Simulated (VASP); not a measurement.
A run of VASP 6.6.1:

Contents of INCAR:

```
SYSTEM = Cd8Se7
ALGO = Normal
EDIFF = 1E-7
EDIFFG = -0.05
ENCUT = 450
GGA = PE
GGA_COMPAT = .False.
IBRION = 2
ISIF = 2
ISMEAR = -1
LASPH = .True.
LCHARG = .False.
LREAL = .False.
LWAVE = .False.
NELECT = 140.0
NELM = 120
NELMIN = 4
NSW = 45
PREC = Accurate
SIGMA = 0.05
```

KPOINTS

```
k-points
0
Gamma
  2 2 2
  0 0 0
```

File POSCAR:

```
Cd8Se7
1.0
    0.0000000000      6.1405424000      6.1405424000
    6.1405424000      0.0000000000      6.1405424000
    6.1405424000      6.1405424000      0.0000000000
Cd Se
8 7
Direct
    0.0000000000      0.0000000000      0.0000000000
    0.0000000000      0.0000000000      0.5000000000
    0.0000000000      0.5000000000      0.0000000000
    0.0000000000      0.5000000000      0.5000000000
    0.5000000000      0.0000000000      0.0000000000
    0.5000000000      0.0000000000      0.5000000000
    0.5000000000      0.5000000000      0.0000000000
    0.5000000000      0.5000000000      0.5000000000
    0.3750000000      0.3750000000      0.8750000000
    0.3750000000      0.8750000000      0.3750000000
    0.3750000000      0.8750000000      0.8750000000
    0.8750000000      0.3750000000      0.3750000000
    0.8750000000      0.3750000000      0.8750000000
    0.8750000000      0.8750000000      0.3750000000
    0.8750000000      0.8750000000      0.8750000000
```

Potentials or basis: VASP PAW PBE potentials, release 64 (Cd, Se).

Command:

```console
$ cat potpaw_PBE.64/Cd/POTCAR potpaw_PBE.64/Se/POTCAR > POTCAR
$ mpirun -np 1 vasp_std > vasp.out
```

Hardware: 1 thread of Intel(R) Xeon(R) 6975P-C (Granite Rapids), with other jobs on the host.

Question: How long does it take, and how much memory?

Answer: It took 15 min on 1 thread of Intel(R) Xeon(R) 6975P-C (Granite Rapids) (shared host), peak memory 0.53 GiB. Counts: scf iterations 105, k points 3, ion steps 9.
